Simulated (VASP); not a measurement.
# TiO2 (P4_2/mnm) in VASP: notebook

Aim: see how the results for TiO2 move with the level of theory and the settings. Levels: PBE, BLYP, LDA. Tasks: single point.

Everything below comes from runs of VASP 6.6.1. Logs are shortened: lines on timing, memory, paths and dates and some standing lists are left out, and cuts for length are marked.

### 1 The cell of the first run

Symmetry: P4_2/mnm, No. 136, tetragonal system. Conventional cell: a = 4.600 Å, b = 4.600 Å, c = 2.959 Å, α = 90.00°, β = 90.00°, γ = 90.00°. Within 2.6 Å of Ti (site symmetry mmm) lie 6 O at 1.95 to 1.98 Å. Within 2.6 Å of O (site symmetry m2m) lie 3 Ti at 1.95 to 1.98 Å and 1 O at 2.55 Å.

### 2 Single point, PBE

Contents of INCAR:

```
ALGO = Normal ; EDIFF = 1E-6
ENCUT = 520 ; GGA = PE
ISIF = 2 ; ISMEAR = -1
LASPH = T ; LCHARG = F
LREAL = F ; LWAVE = F
NBANDS = 33 ; NELM = 100
PREC = Accurate ; SIGMA = 0.05
```

Contents of KPOINTS:

```
k-points
0
Gamma
  4 4 7
```

Contents of POSCAR:

```
TiO2
1.0
    4.5998373239      0.0000000000      0.0000000000
    0.0000000000      4.5998373239      0.0000000000
    0.0000000000      0.0000000000      2.9592135600
Ti O
2 4
Direct
    0.0000000000      0.0000000000      0.5000000000
    0.5000000000      0.5000000000      0.0000000000
    0.3043213200      0.3043213200      0.5000000000
    0.1956786800      0.8043213200      0.0000000000
    0.8043213200      0.1956786800      0.0000000000
    0.6956786800      0.6956786800      0.5000000000
```

Potentials or basis: VASP PAW PBE potentials, release 64 (Ti_sv, O).

The run is started by

```bash
$ cat potpaw_PBE.64/Ti_sv/POTCAR potpaw_PBE.64/O/POTCAR > POTCAR
$ mpirun -np 1 vasp_std > vasp.out
```

OUTCAR:

```text
EDIFF = 1E-6
   ENCUT = 520
   GGA = PE
   ISIF = 2
   ISMEAR = -1
   LASPH = T
   LREAL = F
   NELM = 100
   PREC = Accurate

 ion  position               nearest neighbor table
   1  0.000  0.000  0.500-   4 1.95   5 1.95   4 1.95   5 1.95   3 1.98   6 1.98
   2  0.500  0.500  0.000-   3 1.95   6 1.95   3 1.95   6 1.95   5 1.98   4 1.98
   3  0.304  0.304  0.500-   2 1.95   2 1.95   1 1.98
   4  0.196  0.804  0.000-   1 1.95   1 1.95   2 1.98
   5  0.804  0.196  0.000-   1 1.95   1 1.95   2 1.98
   6  0.696  0.696  0.500-   2 1.95   2 1.95   1 1.98

  LATTYP: Found a simple tetragonal cell.
 ALAT       =     4.5998373239
 C/A-ratio  =     0.6433300466

  Lattice vectors:

 A1 = (   4.5998373239,   0.0000000000,   0.0000000000)
 A2 = (   0.0000000000,   4.5998373239,   0.0000000000)
 A3 = (   0.0000000000,   0.0000000000,   2.9592135600)

Analysis of symmetry for initial positions (statically):
=====================================================================
 Subroutine PRICEL returns:
 Original cell was already a primitive cell.

 Routine SETGRP: Setting up the symmetry group for a
 simple tetragonal supercell.

 Subroutine GETGRP returns: Found 16 space group operations
 (whereof  8 operations were pure point group operations)
 out of a pool of 16 trial point group operations.

The static configuration has the point symmetry D_2h.
 The point group associated with its full space group is D_4h.

Analysis of symmetry for dynamics (positions and initial velocities):
=====================================================================
 Subroutine PRICEL returns:
 Original cell was already a primitive cell.

 Routine SETGRP: Setting up the symmetry group for a
 simple tetragonal supercell.

 Subroutine GETGRP returns: Found 16 space group operations
 (whereof  8 operations were pure point group operations)
 out of a pool of 16 trial point group operations.

The dynamic configuration has the point symmetry D_2h.
 The point group associated with its full space group is D_4h.

 Subroutine INISYM returns: Found 16 space group operations
 (whereof  8 operations are pure point group operations),
 and found     1 'primitive' translations

----------------------------------------------------------------------------------------

                                     Primitive cell

  volume of cell :      62.6125

  direct lattice vectors                    reciprocal lattice vectors
     4.599837324  0.000000000  0.000000000     0.217398993  0.000000000  0.000000000
     0.000000000  4.599837324  0.000000000     0.000000000  0.217398993  0.000000000
     0.000000000  0.000000000  2.959213560     0.000000000  0.000000000  0.337927622

  length of vectors
     4.599837324  4.599837324  2.959213560     0.217398993  0.217398993  0.337927622

  position of ions in fractional coordinates (direct lattice)
     0.000000000  0.000000000  0.500000000
     0.500000000  0.500000000  0.000000000
     0.304321320  0.304321320  0.500000000
     0.195678680  0.804321320  0.000000000
     0.804321320  0.195678680  0.000000000
     0.695678680  0.695678680  0.500000000

  ion indices of the primitive-cell ions
   primitive index   ion index
                 1           1
                 2           2
                 3           3
                 4           4
                 5           5
                 6           6

----------------------------------------------------------------------------------------

 KPOINTS: k-points

Automatic generation of k-mesh.
 Grid dimensions read from file:
 generate k-points for:    4    4    7

 Generating k-lattice:

  Cartesian coordinates                     Fractional coordinates (reciprocal lattice)
     0.054349748  0.000000000  0.000000000     0.250000000  0.000000000  0.000000000
     0.000000000  0.054349748  0.000000000     0.000000000  0.250000000  0.000000000
     0.000000000  0.000000000  0.048275375     0.000000000  0.000000000  0.142857143

  Length of vectors
     0.054349748  0.054349748  0.048275375

  Shift w.r.t. Gamma in fractional coordinates (k-lattice)
     0.000000000  0.000000000  0.000000000

 Subroutine IBZKPT returns following result:
 ===========================================

 Found     24 irreducible k-points:

 Following reciprocal coordinates:
            Coordinates               Weight
  0.000000  0.000000  0.000000      1.000000
  0.250000  0.000000  0.000000      4.000000
  0.500000  0.000000  0.000000      2.000000
  0.250000  0.250000  0.000000      4.000000
  0.500000  0.250000  0.000000      4.000000
  0.500000  0.500000  0.000000      1.000000
[... 16 lines left out ...]
  0.500000  0.250000  0.428571      8.000000
  0.500000  0.500000  0.428571      2.000000
   k-points           NKPTS =     24   k-points in BZ     NKDIM =     24   number of bands    NBANDS=     33
   number of dos      NEDOS =    301   number of ions     NIONS =      6
   total plane-waves  NPLWV =  31104
   dimension x,y,z NGX =    36 NGY =   36 NGZ =   24
   dimension x,y,z NGXF=    72 NGYF=   72 NGZF=   48
   ions per type =               2   4
   NGX,Y,Z   is equivalent  to a cutoff of  13.01, 13.01, 13.48 a.u.
   NGXF,Y,Z  is equivalent  to a cutoff of  26.02, 26.02, 26.97 a.u.
 SYSTEM =  unknown system
   PREC   = accura    normal or accurate (medium, high low for compatibility)
   ISTART =      0    job   : 0-new  1-cont  2-samecut
   ICHARG =      2    charge: 1-file 2-atom 10-const
   ISPIN  =      1    spin polarized calculation?
   LNONCOLLINEAR =      F non collinear calculations
   LSORBIT =      F    spin-orbit coupling
   LASPH  =      T    aspherical Exc in radial PAW
   ENCUT  =  520.0 eV  38.22 Ry    6.18 a.u.   8.55  8.55  5.50*2*pi/ulx,y,z
   NELM   =    100;   NELMIN=  2; NELMDL= -5     # of ELM steps
   EDIFF  = 0.1E-05   stopping-criterion for ELM
   LREAL  =      F    real-space projection
   EDIFFG = 0.1E-04   stopping-criterion for IOM
   NSW    =      0    number of steps for IOM
   IBRION =     -1    ionic relax: 0-MD 1-quasi-New 2-CG
   NFREE  =      0    steps in history (QN), initial steepest desc. (CG)
   ISIF   =      2    stress and relaxation
   ISYM   =      2    0-nonsym 1-usesym 2-fastsym
   POTIM  = 0.5000    time-step for ionic-motion
   TEBEG  =    0.0;   TEEND  =   0.0 temperature during run
   PSTRESS=    0.0 pullay stress
   NELECT =      48.0000    total number of electrons
   NUPDOWN=      -1.0000    fix difference up-down
   EMIN   =  10.00;   EMAX   =-10.00  energy-range for DOS
   EFERMI =   0.00;   METHOD = LEGACY
   ISMEAR =    -1;   SIGMA  =   0.05  broadening in eV -4-tet -1-fermi 0-gaus
   EFERMI_NEDOS =   21; number of points for ismear=-14 and -15
   IALGO  =     38    algorithm
   IMIX   =      4    mixing-type and parameters
     AMIX     =   0.40;   BMIX     =  1.00
     AMIX_MAG =   1.60;   BMIX_MAG =  1.00
  volume/ion in A,a.u.               =      10.44        70.42
  Fermi-wavevector in a.u.,A,eV,Ry     =   1.498309  2.831394 30.544140  2.244931
  Thomas-Fermi vector in A             =   2.610085
   LORBIT       =      0    0 simple, 1 ext, 2 COOP (PROOUT), +10 PAW based schemes
   GGA     = PE    functional components
[... 5 lines left out ...]
 non-spin polarized calculation
  energy-cutoff  :      520.00
  volume of cell :       62.61
 maximum number of plane-waves:      1720
 NGX is ok and might be reduce to    36
   NGX = 17   NGY = 17   NGZ = 11

 number of electron      48.0000021 magnetization

 Free energy of the ion-electron system (eV)
  ---------------------------------------------------
  ext. energy  EPLUGINS =         0.00000000
  ---------------------------------------------------
  free energy    TOTEN  =       -53.65196993 eV

  energy without entropy =      -53.65196993  energy(sigma->0) =      -53.65196993

 E-fermi :   5.7216     XC(G=0): -11.3976

 val. band max:        4.8289801308   @ k =   0.0000   0.0000   0.0000
 cond. band min:       6.6674568996   @ k =   0.0000   0.0000   0.0000
 fundamental gap:      1.8384767688
 Fermi energy:         5.7216392424

 k-point     1 :       0.0000    0.0000    0.0000
  band No.  band energies     occupation
      1     -52.1125      2.00000
      2     -52.0956      2.00000
      3     -28.4171      2.00000
      4     -28.4171      2.00000
      5     -28.2542      2.00000
      6     -28.2542      2.00000
[... 25 lines left out ...]
     32      11.3814      0.00000
     33      11.3817      0.00000

 k-point     2 :       0.2500    0.0000    0.0000
  band No.  band energies     occupation
      1     -52.1100      2.00000
      2     -52.0981      2.00000
      3     -28.3981      2.00000
      4     -28.3965      2.00000
      5     -28.2769      2.00000
      6     -28.2752      2.00000
[... 25 lines left out ...]
     32      11.1932      0.00000
     33      11.2274      0.00000

 k-point     3 :       0.5000    0.0000    0.0000
  band No.  band energies     occupation
      1     -52.1040      2.00000
      2     -52.1040      2.00000
      3     -28.3645      2.00000
      4     -28.3645      2.00000
      5     -28.3109      2.00000
      6     -28.3109      2.00000
[... 25 lines left out ...]
     32      10.8802      0.00000
     33      11.0230      0.00000

 k-point     4 :       0.2500    0.2500    0.0000
  band No.  band energies     occupation
      1     -52.1082      2.00000
      2     -52.0998      2.00000
      3     -28.4232      2.00000
      4     -28.3650      2.00000
      5     -28.3104      2.00000
      6     -28.2504      2.00000
[... 25 lines left out ...]
     32      11.0212      0.00000
     33      11.3766      0.00000

 k-point     5 :       0.5000    0.2500    0.0000
  band No.  band energies     occupation
      1     -52.1040      2.00000
      2     -52.1040      2.00000
      3     -28.4052      2.00000
      4     -28.4052      2.00000
      5     -28.2705      2.00000
      6     -28.2705      2.00000
[... 604 lines left out ...]
 k-point    22 :       0.2500    0.2500    0.4286
  band No.  band energies     occupation
      1     -52.0670      2.00000
      2     -52.0651      2.00000
      3     -28.6285      2.00000
      4     -28.6190      2.00000
      5     -28.2910      2.00000
      6     -28.2672      2.00000
[... 25 lines left out ...]
     32      10.6634      0.00000
     33      10.7727      0.00000

 k-point    23 :       0.5000    0.2500    0.4286
  band No.  band energies     occupation
      1     -52.0661      2.00000
      2     -52.0661      2.00000
      3     -28.6236      2.00000
      4     -28.6236      2.00000
      5     -28.2830      2.00000
      6     -28.2830      2.00000
[... 25 lines left out ...]
     32      10.0102      0.00000
     33      11.5130      0.00000

 k-point    24 :       0.5000    0.5000    0.4286
  band No.  band energies     occupation
      1     -52.0660      2.00000
      2     -52.0660      2.00000
      3     -28.6175      2.00000
      4     -28.6175      2.00000
      5     -28.2931      2.00000
      6     -28.2931      2.00000
[... 25 lines left out ...]
     32      10.7338      0.00000
     33      10.7596      0.00000

------------------------ aborting loop because EDIFF is reached ----------------------------------------

  FORCE on cell =-STRESS in cart. coord.  units (eV):
  Direction    XX          YY          ZZ          XY          YZ          ZX
  --------------------------------------------------------------------------------------
  -------------------------------------------------------------------------------------
  Total        1.9821141      1.9821141      1.7826053      0.0000000      0.0000000      0.0000000
  in kB       50.7198525     50.7198525     45.6146674      0.0000000      0.0000000      0.0000000
  external PRESSURE =      49.0181241 kB  Pullay stress =       0.0000000 kB

 VOLUME and BASIS-vectors are now :
 -----------------------------------------------------------------------------
  energy-cutoff  :      520.00
  volume of cell :       62.61
      direct lattice vectors                 reciprocal lattice vectors
     4.599837324  0.000000000  0.000000000     0.217398993  0.000000000  0.000000000
     0.000000000  4.599837324  0.000000000     0.000000000  0.217398993  0.000000000
     0.000000000  0.000000000  2.959213560     0.000000000  0.000000000  0.337927622

 POSITION                                       TOTAL-FORCE (eV/Angst)
 -----------------------------------------------------------------------------------
      0.00000      0.00000      1.47961         0.000000      0.000000      0.000000
      2.29992      2.29992      0.00000         0.000000      0.000000      0.000000
      1.39983      1.39983      1.47961        -0.014568     -0.014568      0.000000
      0.90009      3.69975      0.00000         0.014568     -0.014568      0.000000
      3.69975      0.90009      0.00000        -0.014568      0.014568     -0.000000
      3.20001      3.20001      1.47961         0.014568      0.014568     -0.000000
 -----------------------------------------------------------------------------------
    total drift:                                0.000000      0.000000      0.000000

  FREE ENERGIE OF THE ION-ELECTRON SYSTEM (eV)
  ---------------------------------------------------
  free  energy   TOTEN  =       -53.6519699297 eV

  energy  without entropy=      -53.6519699288  energy(sigma->0) =      -53.65196993
```

Run time: 74 s. Hardware: 1 thread of Intel Xeon 8259CL, shared host; peak memory 0.19 GiB.

What came out:

```
Free energy            : -53.6520 eV
Pressure               : 4.9 GPa
Largest force          : 0.021 eV/Å
Band gap on the k mesh : 1.84 eV
```

Forces on the atoms (eV/Å):
```
Ti   0.000  0.000  0.000
Ti   0.000  0.000  0.000
O   -0.015 -0.015  0.000
O    0.015 -0.015  0.000
O   -0.015  0.015  0.000
O    0.015  0.015  0.000
```

Stress tensor (GPa, compression positive):
```
5.07 0.00 0.00
0.00 5.07 0.00
0.00 0.00 4.56
```

Caveat: the cell stands under pressure. A k mesh can miss the band edges.

[end of part 1 of 3]
